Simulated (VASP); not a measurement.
# GaN (F-43m) in VASP: a series of runs, part 2 of 3

VASP 6.6.1. The steps go on from the part before.

## Step 3: Relaxation of cell and atoms, PBEsol+D3(BJ)

This run uses another cell than the first one, of 11.44 Å³/atom.

File INCAR:

```
SYSTEM = GaN
ALGO = Normal
EDIFF = 1E-6
EDIFFG = -0.01
ENCUT = 600
GGA = PS
IBRION = 2
ISIF = 3
ISMEAR = -1
IVDW = 12
LASPH = .TRUE.
LCHARG = .FALSE.
LREAL = .FALSE.
LWAVE = .FALSE.
NELM = 100
NSW = 60
PREC = Accurate
SIGMA = 0.05
```

File KPOINTS:

```
k-points
0
G
  10 10 10
  0 0 0
```

File POSCAR:

```
GaN
1.0
    0.0000000000      2.2535006075      2.2535006075
    2.2535006075      0.0000000000      2.2535006075
    2.2535006075      2.2535006075      0.0000000000
Ga N
1 1
Direct
    0.0000000000      0.0000000000      0.0000000000
    0.2500000000      0.2500000000      0.2500000000
```

Potentials or basis: VASP PAW PBE potentials, release 64 (Ga_d, N).

On the command line:

```bash
$ cat potpaw_PBE.64/Ga_d/POTCAR potpaw_PBE.64/N/POTCAR > POTCAR
$ mpirun -np 1 vasp_std > vasp.out
```

OUTCAR:

```text
SYSTEM = GaN
   EDIFF = 1E-6
   EDIFFG = -0.01
   ENCUT = 600
   GGA = PS
   IBRION = 2
   ISIF = 3
   ISMEAR = -1
   IVDW = 12
   LASPH = .TRUE.
   LREAL = .FALSE.
   NELM = 100
   NSW = 60
   PREC = Accurate
 IVDW          = 12

 ion  position               nearest neighbor table
   1  0.000  0.000  0.000-   2 1.95   2 1.95   2 1.95   2 1.95
   2  0.250  0.250  0.250-   1 1.95   1 1.95   1 1.95   1 1.95

  LATTYP: Found a face centered cubic cell.
 ALAT       =     4.5070012150

  Lattice vectors:

 A1 = (   0.0000000000,   2.2535006075,   2.2535006075)
 A2 = (   2.2535006075,   0.0000000000,   2.2535006075)
 A3 = (   2.2535006075,   2.2535006075,   0.0000000000)

Analysis of symmetry for initial positions (statically):
=====================================================================
 Subroutine PRICEL returns:
 Original cell was already a primitive cell.

 Routine SETGRP: Setting up the symmetry group for a
 face centered cubic supercell.

 Subroutine GETGRP returns: Found 24 space group operations
 (whereof 24 operations were pure point group operations)
 out of a pool of 48 trial point group operations.

The static configuration has the point symmetry T_d .

Analysis of symmetry for dynamics (positions and initial velocities):
=====================================================================
 Subroutine PRICEL returns:
 Original cell was already a primitive cell.

 Routine SETGRP: Setting up the symmetry group for a
 face centered cubic supercell.

 Subroutine GETGRP returns: Found 24 space group operations
 (whereof 24 operations were pure point group operations)
 out of a pool of 48 trial point group operations.

The dynamic configuration has the point symmetry T_d .

 Subroutine INISYM returns: Found 24 space group operations
 (whereof 24 operations are pure point group operations),
 and found     1 'primitive' translations

----------------------------------------------------------------------------------------

                                     Primitive cell

  volume of cell :      22.8877

  direct lattice vectors                    reciprocal lattice vectors
     0.000000000  2.253500607  2.253500607    -0.221877020  0.221877020  0.221877020
[... 105 lines left out ...]
     AMIX     =   0.40;   BMIX     =  1.00
     AMIX_MAG =   1.60;   BMIX_MAG =  1.00
  volume/ion in A,a.u.               =      11.44        77.23
  Fermi-wavevector in a.u.,A,eV,Ry     =   1.511117  2.855596 31.068543  2.283473
  Thomas-Fermi vector in A             =   2.621216
   LORBIT       =      0    0 simple, 1 ext, 2 COOP (PROOUT), +10 PAW based schemes
   GGA     = PS    functional components
   LHFCALC =     F    Hartree Fock is set to
   AEXX    =    0.0000 exact exchange contribution
   IVDW    =    12    specifies the selected vdW correction
   LEPSILON=     F    determine dielectric tensor
   LRPA    =     F    only Hartree local field effects (RPA)
 conjugate gradient relaxation of ions
 non-spin polarized calculation
  energy-cutoff  :      600.00
  volume of cell :       22.89
 maximum number of plane-waves:       785
 NGX is ok and might be reduce to    28
   NGX = 13   NGY = 13   NGZ = 13

--------------------------------------- Ionic step        1  -------------------------------------------

 number of electron      18.0000005 magnetization

 Free energy of the ion-electron system (eV)
  ---------------------------------------------------
  ext. energy  EPLUGINS =         0.00000000
  ---------------------------------------------------
  free energy    TOTEN  =       -13.12373633 eV

  energy without entropy =      -13.12373633  energy(sigma->0) =      -13.12373633

------------------------ aborting loop because EDIFF is reached ----------------------------------------

 Edisp (eV)   -0.44073

 E8    (eV) :    -0.2790
[... 191 lines left out ...]
--------------------------------------- Ionic step        6  -------------------------------------------

 number of electron      18.0000002 magnetization

 Free energy of the ion-electron system (eV)
  ---------------------------------------------------
  ext. energy  EPLUGINS =         0.00000000
  ---------------------------------------------------
  free energy    TOTEN  =       -13.12049975 eV

  energy without entropy =      -13.12049975  energy(sigma->0) =      -13.12049975

 E-fermi :   6.4261     XC(G=0): -12.0389

 val. band max:        5.4299996554   @ k =   0.0000   0.0000   0.0000
 cond. band min:       7.2754015286   @ k =   0.0000   0.0000   0.0000
 fundamental gap:      1.8454018731
 Fermi energy:         6.4260591352

 k-point     1 :       0.0000    0.0000    0.0000
  band No.  band energies     occupation
      1     -10.7250      2.00000
      2      -7.9995      2.00000
      3      -7.9995      2.00000
      4      -7.9995      2.00000
      5      -7.6475      2.00000
      6      -7.6475      2.00000
      7       5.4300      2.00000
      8       5.4300      2.00000
      9       5.4300      2.00000
     10       7.2754      0.00000
     11      15.7908      0.00000
     12      15.7908      0.00000
     13      15.7908      0.00000
[... 354 lines left out ...]
  band No.  band energies     occupation
      1      -9.6282      2.00000
      2      -7.8660      2.00000
      3      -7.7550      2.00000
      4      -7.7537      2.00000
      5      -7.5817      2.00000
      6      -6.7636      2.00000
      7       0.3193      2.00000
      8       2.8449      2.00000
      9       3.1819      2.00000
     10       9.8152      0.00000
     11      12.6888      0.00000
     12      16.2333      0.00000
     13      18.4291      0.00000

 [... further k-points ...]

------------------------ aborting loop because EDIFF is reached ----------------------------------------

 Edisp (eV)   -0.45224

 E8    (eV) :    -0.2864
[... 25 lines left out ...]
  FREE ENERGIE OF THE ION-ELECTRON SYSTEM (eV)
  ---------------------------------------------------
  free  energy   TOTEN  =       -13.5727390811 eV

  energy  without entropy=      -13.5727390810  energy(sigma->0) =      -13.57273908

 reached required accuracy - stopping structural energy minimisation
```

CONTCAR:

```text
GaN
   1.00000000000000
    -0.0000000000000000    2.2345193351141130    2.2345193351141130
     2.2345193351141130   -0.0000000000000000    2.2345193351141130
     2.2345193351141130    2.2345193351141130    0.0000000000000000
  Ga              N
     1     1
Direct
     0.0000000000000000    0.0000000000000000    0.0000000000000000
     0.2500000000000000    0.2500000000000000    0.2500000000000000

  0.00000000E+00  0.00000000E+00  0.00000000E+00
  0.00000000E+00  0.00000000E+00  0.00000000E+00
```

Wall time 2 min (1 thread of AMD EPYC 7R13, shared host); peak memory 0.16 GiB.

What came out:

```
Free energy                           : -13.5727 eV
Relaxed volume                        : 11.16 Å³/atom
Relaxed cell                          : a = 3.160 Å, b = 3.160 Å, c = 3.160 Å, α = 60.00°, β = 60.00°, γ = 60.00°
Space group after relaxing (to 0.1 Å) : F-43m (No. 216)
Energy gained by relaxing             : 4.1 meV/atom
Ionic steps                           : 6
Pressure after relaxing               : 0.1 GPa
Band gap on the k mesh                : 1.85 eV
Dispersion energy per atom            : -0.226 eV
```

Step by step:
| step | energy change (eV) | largest force (eV/Å) | pressure (GPa) | volume (Å³) |
| --- | --- | --- | --- | --- |
| 1 | 0.0000 | 0.0000 | -4.64 | 22.89 |
| 2 | -0.0006 | 0.0000 | 4.63 | 21.81 |
| 3 | -0.0083 | 0.0000 | -0.59 | 22.33 |
| 4 | -0.0082 | 0.0000 | 0.55 | 22.27 |
| 5 | -0.0083 | 0.0000 | 0.16 | 22.30 |
| 6 | -0.0083 | 0.0000 | 0.09 | 22.31 |

Final structure:
```cif
data_structure
_symmetry_space_group_name_H-M 'P 1'
_symmetry_Int_Tables_number 1
_cell_length_a 3.1601
_cell_length_b 3.1601
_cell_length_c 3.1601
_cell_angle_alpha 60.000
_cell_angle_beta 60.000
_cell_angle_gamma 60.000
_cell_volume 22.31
loop_
_atom_site_label
_atom_site_type_symbol
_atom_site_fract_x
_atom_site_fract_y
_atom_site_fract_z
_atom_site_occupancy
Ga1 Ga 0.00000 0.00000 0.00000 1
N1 N 0.25000 0.25000 0.25000 1
```

Caveat: the PAW data sets were made with another functional, which shifts forces and pressure a little.

## Step 4: Relaxation of cell and atoms, r2SCAN

This run uses another cell than the first one, of 11.44 Å³/atom.

POSCAR is that of step 3.

File INCAR.step1:

```
ALGO     = Normal         # electronic algorithm
EDIFF    = 1E-4           # SCF threshold, eV
ENCUT    = 600            # plane-wave cutoff, eV
GGA      = PE             # functional
ISMEAR   = -1             # smearing method
LASPH    = True           # aspherical terms in the spheres
LCHARG   = False          # write CHGCAR
LREAL    = False          # projectors in reciprocal space
LWAVE    = True           # write WAVECAR
NELM     = 100            # most SCF steps
PREC     = Accurate       # precision mode
SIGMA    = 0.05           # smearing width, eV
```

File INCAR.step2:

```
ALGO     = Normal         # electronic algorithm
EDIFF    = 1E-6           # SCF threshold, eV
EDIFFG   = -0.01          # ionic threshold
ENCUT    = 600            # plane-wave cutoff, eV
IBRION   = 2              # ionic algorithm
ISIF     = 3              # what is computed and relaxed
ISMEAR   = -1             # smearing method
ISTART   = 1            
LASPH    = True           # aspherical terms in the spheres
LCHARG   = False          # write CHGCAR
LMIXTAU  = True         
LREAL    = False          # projectors in reciprocal space
LWAVE    = False          # write WAVECAR
METAGGA  = R2SCAN         # meta-GGA
NELM     = 100            # most SCF steps
NSW      = 60             # ionic steps
PREC     = Accurate       # precision mode
SIGMA    = 0.05           # smearing width, eV
```

File KPOINTS:

```
k-points
0
Gamma
  10 10 10
```

Potentials or basis: VASP PAW PBE potentials, release 64 (Ga_d, N).

On the command line:

```bash
$ cat potpaw_PBE.64/Ga_d/POTCAR potpaw_PBE.64/N/POTCAR > POTCAR
$ cp INCAR.step1 INCAR
$ mpirun -np 1 vasp_std > vasp.out
$ cp INCAR.step2 INCAR
$ mpirun -np 1 vasp_std > vasp.out
```

OUTCAR:

```text
EDIFF = 1E-6
   EDIFFG = -0.01
   ENCUT = 600
   IBRION = 2
   ISIF = 3
   ISMEAR = -1
   ISTART = 1
   LASPH = True
   LREAL = False
   METAGGA = R2SCAN
   NELM = 100
   NSW = 60
   PREC = Accurate

 ion  position               nearest neighbor table
   1  0.000  0.000  0.000-   2 1.95   2 1.95   2 1.95   2 1.95
   2  0.250  0.250  0.250-   1 1.95   1 1.95   1 1.95   1 1.95

  LATTYP: Found a face centered cubic cell.
 ALAT       =     4.5070012150

  Lattice vectors:

 A1 = (   0.0000000000,   2.2535006075,   2.2535006075)
 A2 = (   2.2535006075,   0.0000000000,   2.2535006075)
 A3 = (   2.2535006075,   2.2535006075,   0.0000000000)

Analysis of symmetry for initial positions (statically):
=====================================================================
 Subroutine PRICEL returns:
 Original cell was already a primitive cell.

 Routine SETGRP: Setting up the symmetry group for a
 face centered cubic supercell.

 Subroutine GETGRP returns: Found 24 space group operations
 (whereof 24 operations were pure point group operations)
 out of a pool of 48 trial point group operations.

The static configuration has the point symmetry T_d .

Analysis of symmetry for dynamics (positions and initial velocities):
=====================================================================
 Subroutine PRICEL returns:
 Original cell was already a primitive cell.

 Routine SETGRP: Setting up the symmetry group for a
 face centered cubic supercell.

 Subroutine GETGRP returns: Found 24 space group operations
 (whereof 24 operations were pure point group operations)
 out of a pool of 48 trial point group operations.

The dynamic configuration has the point symmetry T_d .

 Subroutine INISYM returns: Found 24 space group operations
 (whereof 24 operations are pure point group operations),
 and found     1 'primitive' translations

----------------------------------------------------------------------------------------

                                     Primitive cell
[... 116 lines left out ...]
   METAGGA = R2SCAN    functional components
   LHFCALC =     F    Hartree Fock is set to
   AEXX    =    0.0000 exact exchange contribution
   IVDW    =     0    specifies the selected vdW correction
   LEPSILON=     F    determine dielectric tensor
   LRPA    =     F    only Hartree local field effects (RPA)
 conjugate gradient relaxation of ions
 non-spin polarized calculation
  energy-cutoff  :      600.00
  volume of cell :       22.89
 maximum number of plane-waves:       785
 NGX is ok and might be reduce to    28
   NGX = 13   NGY = 13   NGZ = 13

 number of electron      18.0000005 magnetization

 Free energy of the ion-electron system (eV)
  ---------------------------------------------------
  ext. energy  EPLUGINS =         0.00000000
  ---------------------------------------------------
  free energy    TOTEN  =       -21.89819906 eV

  energy without entropy =      -21.89819906  energy(sigma->0) =      -21.89819906

 E-fermi :   5.9803     XC(G=0): -12.6343

 val. band max:        5.0160399213   @ k =   0.0000   0.0000   0.0000
 cond. band min:       7.1355968629   @ k =   0.0000   0.0000   0.0000
 fundamental gap:      2.1195569416
 Fermi energy:         5.9802936829

 k-point     1 :       0.0000    0.0000    0.0000
  band No.  band energies     occupation
      1     -11.7144      2.00000
      2      -8.8157      2.00000
      3      -8.8157      2.00000
      4      -8.8157      2.00000
      5      -8.4650      2.00000
      6      -8.4650      2.00000
      7       5.0160      2.00000
      8       5.0160      2.00000
      9       5.0160      2.00000
     10       7.1356      0.00000
     11      16.0204      0.00000
     12      16.0204      0.00000
     13      16.0204      0.00000
[... 354 lines left out ...]
  band No.  band energies     occupation
      1     -10.6703      2.00000
      2      -8.6621      2.00000
      3      -8.5806      2.00000
      4      -8.5773      2.00000
      5      -8.4034      2.00000
      6      -7.6407      2.00000
      7      -0.1060      2.00000
      8       2.4843      2.00000
      9       2.8039      2.00000
     10       9.9357      0.00000
     11      12.7774      0.00000
     12      16.5554      0.00000
     13      18.7473      0.00000

 [... further k-points ...]
[... 5 lines left out ...]
  --------------------------------------------------------------------------------------
  -------------------------------------------------------------------------------------
  Total        0.0010414      0.0010414      0.0010414      0.0000000      0.0000000      0.0000000
  in kB        0.0729004      0.0729004      0.0729004      0.0000000      0.0000000      0.0000000
  external PRESSURE =       0.0729004 kB  Pullay stress =       0.0000000 kB

 VOLUME and BASIS-vectors are now :
 -----------------------------------------------------------------------------
  energy-cutoff  :      600.00
  volume of cell :       22.89
      direct lattice vectors                 reciprocal lattice vectors
     0.000000000  2.253500607  2.253500607    -0.221877020  0.221877020  0.221877020
     2.253500607  0.000000000  2.253500607     0.221877020 -0.221877020  0.221877020
     2.253500607  2.253500607  0.000000000     0.221877020  0.221877020 -0.221877020

 POSITION                                       TOTAL-FORCE (eV/Angst)
 -----------------------------------------------------------------------------------
      0.00000      0.00000      0.00000         0.000000     -0.000000     -0.000000
      1.12675      1.12675      1.12675        -0.000000      0.000000      0.000000
 -----------------------------------------------------------------------------------
    total drift:                                0.000018      0.000018      0.000018

  FREE ENERGIE OF THE ION-ELECTRON SYSTEM (eV)
  ---------------------------------------------------
  free  energy   TOTEN  =       -21.8981990558 eV

  energy  without entropy=      -21.8981990557  energy(sigma->0) =      -21.89819906

 reached required accuracy - stopping structural energy minimisation
```

OUTCAR.step1:

```text
EDIFF = 1E-4
   ENCUT = 600
   GGA = PE
   ISMEAR = -1
   LASPH = True
[... 605 lines left out ...]
      0.00000      0.00000      0.00000        -0.000000     -0.000000     -0.000000
      1.12675      1.12675      1.12675         0.000000      0.000000      0.000000
 -----------------------------------------------------------------------------------
    total drift:                                0.000001      0.000001      0.000001

  FREE ENERGIE OF THE ION-ELECTRON SYSTEM (eV)
  ---------------------------------------------------
  free  energy   TOTEN  =       -12.1446870502 eV

  energy  without entropy=      -12.1446870499  energy(sigma->0) =      -12.14468705
```

Wall time 2.7 min (1 thread of AMD EPYC 7R13, shared host); peak memory 0.15 GiB.

What came out:

```
Free energy             : -21.8982 eV
Pressure after relaxing : 0.0 GPa
Band gap on the k mesh  : 2.12 eV
```

Final structure:
```
CELL_PARAMETERS angstrom
0.00000 2.25350 2.25350
2.25350 0.00000 2.25350
2.25350 2.25350 0.00000
ATOMIC_POSITIONS crystal
Ga 0.00000 0.00000 0.00000
N 0.25000 0.25000 0.25000
```

Caveat: the relaxation stopped at its first step, so nothing moved; the PAW data sets were made with another functional, which shifts forces and pressure a little.

(Continued in part 3 of 3.)
